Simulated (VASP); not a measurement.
# C (P6_3/mmc) in VASP: a series of runs, part 2 of 2

VASP 6.6.1. The steps go on from the part before.

## (3) Relaxation of the atoms, r2SCAN (strained cell)

File POSCAR:

```
C
1.0
    2.4937933153      0.0000000000      0.0000000000
   -1.2468966576      2.1596883628      0.0000000000
    0.0000000000      0.0000000000      4.2313878940
C
4
Direct
    0.3333333333      0.6666666667     -0.0002690401
    0.6666666667      0.3333333333      0.4997309599
    0.3333333333      0.6666666667      0.3742690401
    0.6666666667      0.3333333333      0.8742690401
```

File INCAR.step1:

```
  PREC = Accurate
  ENCUT = 520
  ISMEAR = 0
  SIGMA = 0.02
  LREAL = False
  LASPH = True
  NELM = 80
  GGA = PE
  ALGO = Normal
  EDIFF = 1E-4
  LWAVE = True
  LCHARG = False
```

File INCAR.step2:

```
  PREC = Accurate
  ENCUT = 520
  EDIFF = 1E-6
  ISMEAR = 0
  SIGMA = 0.02
  LREAL = False
  LASPH = True
  NELM = 80
  ALGO = Normal
  ISIF = 2
  LWAVE = False
  LCHARG = False
  METAGGA = R2SCAN
  LMIXTAU = True
  IBRION = 2
  NSW = 60
  EDIFFG = -0.002
  ISTART = 1
```

File KPOINTS:

```
Automatic mesh
0
Gamma
  9 9 6
```

Potentials or basis: VASP PAW PBE potentials, release 64 (C).

Started as:

```bash
$ cat potpaw_PBE.64/C/POTCAR > POTCAR
$ cp INCAR.step1 INCAR
$ mpirun -np 1 vasp_std > vasp.out
$ cp INCAR.step2 INCAR
$ mpirun -np 1 vasp_std > vasp.out
```

OUTCAR:

```text
PREC = Accurate
   ENCUT = 520
   EDIFF = 1E-6
   ISMEAR = 0
   LREAL = False
   LASPH = True
   NELM = 80
   ISIF = 2
   METAGGA = R2SCAN
   IBRION = 2
   NSW = 60
   EDIFFG = -0.002
   ISTART = 1

 ion  position               nearest neighbor table
   1  0.333  0.667  1.000-   4 1.53   4 1.53   4 1.53   3 1.58
   2  0.667  0.333  0.500-   3 1.53   3 1.53   3 1.53   4 1.58
   3  0.333  0.667  0.374-   2 1.53   2 1.53   2 1.53   1 1.58
   4  0.667  0.333  0.874-   1 1.53   1 1.53   1 1.53   2 1.58

  LATTYP: Found a hexagonal cell.
 ALAT       =     2.4937933153
 C/A-ratio  =     1.6967676784

  Lattice vectors:

 A1 = (   2.4937933153,   0.0000000000,   0.0000000000)
 A2 = (  -1.2468966576,   2.1596883628,   0.0000000000)
 A3 = (   0.0000000000,   0.0000000000,   4.2313878940)

Analysis of symmetry for initial positions (statically):
=====================================================================
 Subroutine PRICEL returns:
 Original cell was already a primitive cell.

 Routine SETGRP: Setting up the symmetry group for a
 hexagonal supercell.

 Subroutine GETGRP returns: Found 24 space group operations
 (whereof  6 operations were pure point group operations)
 out of a pool of 24 trial point group operations.

The static configuration has the point symmetry C_3v.
 The point group associated with its full space group is D_6h.

Analysis of symmetry for dynamics (positions and initial velocities):
=====================================================================
 Subroutine PRICEL returns:
 Original cell was already a primitive cell.

 Routine SETGRP: Setting up the symmetry group for a
 hexagonal supercell.

 Subroutine GETGRP returns: Found 24 space group operations
 (whereof  6 operations were pure point group operations)
 out of a pool of 24 trial point group operations.

The dynamic configuration has the point symmetry C_3v.
[... 145 lines left out ...]

 number of electron      16.0000000 magnetization

 Free energy of the ion-electron system (eV)
  ---------------------------------------------------
  ext. energy  EPLUGINS =         0.00000000
  ---------------------------------------------------
  free energy    TOTEN  =       -39.18232233 eV

  energy without entropy =      -39.18232233  energy(sigma->0) =      -39.18232233

------------------------ aborting loop because EDIFF is reached ----------------------------------------

  FORCE on cell =-STRESS in cart. coord.  units (eV):
  Direction    XX          YY          ZZ          XY          YZ          ZX
  --------------------------------------------------------------------------------------
  -------------------------------------------------------------------------------------
  Total        0.8604885      0.8604885     -2.6062233      0.0000000      0.0000000      0.0000000
  in kB       60.4952516     60.4952516   -183.2263016      0.0000000      0.0000000      0.0000000
  external PRESSURE =     -20.7452661 kB  Pullay stress =       0.0000000 kB
[... 63 lines left out ...]
--------------------------------------- Ionic step        3  -------------------------------------------

 number of electron      16.0000000 magnetization

 Free energy of the ion-electron system (eV)
  ---------------------------------------------------
  ext. energy  EPLUGINS =         0.00000000
  ---------------------------------------------------
  free energy    TOTEN  =       -39.18233746 eV

  energy without entropy =      -39.18233746  energy(sigma->0) =      -39.18233746

 E-fermi :  10.0336     XC(G=0): -14.2281

 val. band max:        9.9216100076   @ k =   0.0000   0.0000   0.0000
 cond. band min:      13.5082365769   @ k =   0.3333   0.3333   0.0000
 fundamental gap:      3.5866265693
 Fermi energy:        10.0335965239

 k-point     1 :       0.0000    0.0000    0.0000
  band No.  band energies     occupation
      1     -13.0115      2.00000
      2      -7.5821      2.00000
      3      -4.3292      2.00000
      4       6.8769      2.00000
      5       6.8769      2.00000
      6       9.4489      2.00000
      7       9.9216      2.00000
      8       9.9216      2.00000
      9      14.9515      0.00000
     10      15.3581      0.00000
     11      15.3581      0.00000
     12      18.8129      0.00000
[... 331 lines left out ...]
 k-point    24 :       0.3333    0.3333    0.1667
  band No.  band energies     occupation
      1      -5.3216      2.00000
      2      -5.3216      2.00000
      3      -1.4012      2.00000
      4      -1.3655      2.00000
      5      -1.3655      2.00000
      6       1.9814      2.00000
      7       3.3655      2.00000
      8       3.3655      2.00000
      9      14.3233      0.00000
     10      20.2155      0.00000
     11      20.2155      0.00000
     12      23.4457      0.00000

 [... further k-points ...]

------------------------ aborting loop because EDIFF is reached ----------------------------------------

  FORCE on cell =-STRESS in cart. coord.  units (eV):
  Direction    XX          YY          ZZ          XY          YZ          ZX
  --------------------------------------------------------------------------------------
  -------------------------------------------------------------------------------------
  Total        0.8648513      0.8648513     -2.5965867      0.0000000      0.0000000      0.0000000
  in kB       60.8019664     60.8019664   -182.5488162      0.0000000      0.0000000      0.0000000
  external PRESSURE =     -20.3149611 kB  Pullay stress =       0.0000000 kB
[... 19 lines left out ...]
  FREE ENERGIE OF THE ION-ELECTRON SYSTEM (eV)
  ---------------------------------------------------
  free  energy   TOTEN  =       -39.1823374584 eV

  energy  without entropy=      -39.1823374584  energy(sigma->0) =      -39.18233746

 reached required accuracy - stopping structural energy minimisation
```

OSZICAR.step1:

```text
N       E                     dE             d eps       ncg     rms          rms(c)
DAV:   1     0.335436724501E+02    0.33544E+02   -0.86443E+03  1152   0.129E+03
DAV:   2    -0.351861320841E+02   -0.68730E+02   -0.64065E+02  1648   0.223E+02
DAV:   3    -0.375070574876E+02   -0.23209E+01   -0.23058E+01  1492   0.386E+01
DAV:   4    -0.375270627349E+02   -0.20005E-01   -0.19989E-01  1452   0.404E+00
DAV:   5    -0.375274080974E+02   -0.34536E-03   -0.34529E-03  1496   0.487E-01    0.781E+00
DAV:   6    -0.365704407591E+02    0.95697E+00   -0.63499E-01  1264   0.648E+00    0.468E+00
DAV:   7    -0.362472610755E+02    0.32318E+00   -0.73755E-01  1272   0.716E+00    0.104E+00
DAV:   8    -0.362498927902E+02   -0.26317E-02   -0.13719E-02  1472   0.101E+00    0.565E-02
DAV:   9    -0.362499834202E+02   -0.90630E-04   -0.19577E-04  1188   0.141E-01
   1 F= -.36249983E+02 E0= -.36249983E+02  d E =-.509511E-19
```

Run time: 59 s. Hardware: 1 thread of AMD EPYC 9R45 (Zen 5), shared host; peak memory 0.1 GiB.

Results:

| Property | Result |
| --- | --- |
| Free energy | -39.1823 eV |
| Energy gained by relaxing | 0.0 meV/atom |
| Ionic steps | 3 |
| Pressure after relaxing | -2.0 GPa |
| Band gap on the k mesh | 3.59 eV, indirect (least direct gap 5.03 eV) |

Final structure:
```yaml
crystal:
  lattice:
    - [2.49379, 0.00000, 0.00000]
    - [-1.24690, 2.15969, 0.00000]
    - [0.00000, 0.00000, 4.23139]
  atoms:
    - { symbol: C, position: [0.33333, 0.66667, 0.99965] }
    - { symbol: C, position: [0.66667, 0.33333, 0.49965] }
    - { symbol: C, position: [0.33333, 0.66667, 0.37435] }
    - { symbol: C, position: [0.66667, 0.33333, 0.87435] }
```

Levels at points of the mesh, in eV from the valence-band top:
```csv
k point,band 6,band 7,band 8,band 9,band 10,band 11
"(0.00, 0.00, 0.00)",-0.47,0.00,0.00,5.03,5.44,5.44
"(0.00, 0.00, 0.50)",-1.81,-1.81,-1.81,7.72,7.72,7.72
```

Caveat: the cell differs from its parent crystal (strained cell); the PAW data sets were made with another functional, which shifts forces and pressure a little.

## (4) Relaxation of the atoms, r2SCAN (strained cell)

File POSCAR:

```
C
1.0
    2.5028470832      0.0000000000      0.0000000000
   -1.2514235416      2.1675291559      0.0000000000
    0.0000000000      0.0000000000      4.2313878940
C
4
Direct
    0.3333333333      0.6666666667     -0.0004326141
    0.6666666667      0.3333333333      0.4995673859
    0.3333333333      0.6666666667      0.3744326141
    0.6666666667      0.3333333333      0.8744326141
```

File INCAR.step1:

```
ALGO = Normal ; EDIFF = 1E-4
ENCUT = 520 ; GGA = PE
ISMEAR = 0 ; LASPH = True
LCHARG = False ; LREAL = False
LWAVE = True ; NELM = 60
PREC = Accurate ; SIGMA = 0.02
```

File INCAR.step2:

```
ALGO = Normal ; EDIFF = 1E-7
EDIFFG = -0.002 ; ENCUT = 520
IBRION = 2 ; ISIF = 2
ISMEAR = 0 ; ISTART = 1
LASPH = True ; LCHARG = False
LMIXTAU = True ; LREAL = False
LWAVE = False ; METAGGA = R2SCAN
NELM = 60 ; NSW = 60
PREC = Accurate ; SIGMA = 0.02
```

File KPOINTS:

```
k-points
0
Gamma
  9 9 6
```

Started as:

```bash
$ cat potpaw_PBE.64/C/POTCAR > POTCAR
$ cp INCAR.step1 INCAR
$ mpirun -np 1 vasp_std > vasp.out
$ cp INCAR.step2 INCAR
$ mpirun -np 1 vasp_std > vasp.out
```

It took 66 s on 1 thread of AMD EPYC 9R45 (Zen 5), shared host; peak memory 0.1 GiB.

The run converged. Its results:

| Property | Result |
| --- | --- |
| Free energy | -39.1864 eV |
| Energy gained by relaxing | 0.0 meV/atom |
| Ionic steps | 3 |
| Pressure after relaxing | -5.3 GPa |
| Band gap on the k mesh | 3.62 eV, indirect (least direct gap 5.12 eV) |

Stress tensor (GPa, compression positive):
```
  1.20   0.00   0.00
  0.00   1.20   0.00
  0.00   0.00 -18.18
```

Final structure:
```cif
data_structure
_symmetry_space_group_name_H-M 'P 1'
_symmetry_Int_Tables_number 1
_cell_length_a 2.5028
_cell_length_b 2.5028
_cell_length_c 4.2314
_cell_angle_alpha 90.000
_cell_angle_beta 90.000
_cell_angle_gamma 120.000
_cell_volume 22.96
loop_
_atom_site_label
_atom_site_type_symbol
_atom_site_fract_x
_atom_site_fract_y
_atom_site_fract_z
_atom_site_occupancy
C1 C 0.33333 0.66667 0.99963 1
C2 C 0.66667 0.33333 0.49963 1
C3 C 0.33333 0.66667 0.37437 1
C4 C 0.66667 0.33333 0.87437 1
```

Levels at points of the mesh, in eV from the valence-band top:
```csv
k point,band 6,band 7,band 8,band 9,band 10,band 11
"(0.00, 0.00, 0.00)",-0.46,0.00,0.00,5.12,5.38,5.38
"(0.00, 0.00, 0.50)",-1.82,-1.82,-1.82,7.67,7.67,7.67
```

Caveat: the cell differs from its parent crystal (strained cell); the PAW data sets were made with another functional, which shifts forces and pressure a little.

## (5) Overview

| task | cell | gap on the mesh (eV) | pressure (GPa) |
| --- | --- | --- | --- |
| single point | a = 2.569, b = 2.569, c = 4.231 Å, angles 90.0, 90.0, 120.0°, 4 atoms | 3.79 | -25.6 |
| relaxation of the atoms | atoms relaxed from a = 2.494, b = 2.494, c = 4.231 Å, angles 90.0, 90.0, 120.0°, 4 atoms | 3.59 | -2.0 |
| relaxation of the atoms | atoms relaxed from a = 2.503, b = 2.503, c = 4.231 Å, angles 90.0, 90.0, 120.0°, 4 atoms | 3.62 | -5.3 |

Alike in all rows: level r2SCAN; potentials or basis VASP PAW PBE potentials, release 64 (C); no spin polarisation; k mesh 9 × 9 × 6; cutoff (eV) 520; smearing gaussian 0.02 eV.

Caveats: the PAW data sets were made with another functional, which shifts forces and pressure a little.

Total energies depend on the potentials used, so only differences within one code and one set of settings carry meaning.
